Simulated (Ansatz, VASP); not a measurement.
# One calculation of Si2W3, two programs

```
Si W
1.0
     6.51661    0.00000    0.00000
     0.00000    6.51661    0.00000
     0.00000    0.00000    3.27491
Si W
4 6
Direct
  0.13408 0.63408 0.00000
  0.86592 0.36592 0.00000
  0.63408 0.86592 0.00000
  0.36592 0.13408 0.00000
  0.50000 0.50000 0.00000
  0.00000 0.00000 0.00000
  0.65986 0.15986 0.50000
  0.34014 0.84014 0.50000
  0.15986 0.34014 0.50000
  0.84014 0.65986 0.50000
```

Change from the starting cell: strain -0.0100 x Voigt [1, 1, 0, 0, 0, 0], atoms carried along.

Alike in both runs: task single point; functional PBEsol; k mesh 6 × 6 × 12; occupations gaussian, width 0.15 eV; no spin polarisation.

```csv
,VASP,Ansatz
version,VASP 6.6.1,Ansatz 0.2.0
potentials or method,"VASP PAW PBE potentials, release 64 (Si, W_sv), cutoff 520 eV","scalar-relativistic, plane waves, PAW"
valence electrons in the cell,100,100
```

Ansatz gave:

* gap on the k mesh at the Fermi level (eV): none
* pressure (GPa): 5.8
* traceless stress, the component that is largest in VASP (GPa): -0.97
* rms of the force components (eV/Å): 0.053

**Question.** What did VASP give for the same quantities?

**Answer.** gap on the k mesh at the Fermi level (eV): none; pressure (GPa): 6.3; traceless stress, the component that is largest in VASP (GPa): -0.96; rms of the force components (eV/Å): 0.052.

VASP's potentials were made for PBE, not for PBEsol. Atom by atom the forces differ by 0.003 eV/Å (rms over components). A gap of «none» marks a metal or a gap that the smearing closes.

Spin-orbit coupling is off throughout.
